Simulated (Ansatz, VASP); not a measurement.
# GaSb: VASP beside Ansatz

```
Ga Sb
1.0
     0.00000    3.08929    3.08929
     3.08929    0.00000    3.08929
     3.08929    3.08929    0.00000
Ga Sb
1 1
Direct
  0.00000 0.00000 0.00000
  0.75000 0.75000 0.75000
```

Change from the starting cell: volume scaled by 1.03, PAW files.

Alike in both runs: task electric field gradients; functional PBE; k mesh 9 × 9 × 9; occupations fermi-dirac, width 0.05 eV; no spin polarisation.

|  | VASP | Ansatz |
| --- | --- | --- |
| version | VASP 6.6.1 | Ansatz 0.2.0 |
| potentials or method | VASP PAW PBE potentials, release 64 (Ga_d, Sb) | PAW with Ansatz's default frozen-core files, scalar-relativistic |
| plane-wave cutoff (eV) | 520 | 420 |
| valence electrons in the cell | 18 | 28 |

|  | VASP | Ansatz | Ansatz less VASP |
| --- | --- | --- | --- |
| pressure (GPa) | 0.9 | 0.8 | -0.08 |

VASP's potentials hold 18 valence electrons a cell and Ansatz's 28, so a difference there can come from the potentials and not from the codes.

Neither program's run includes spin-orbit coupling.
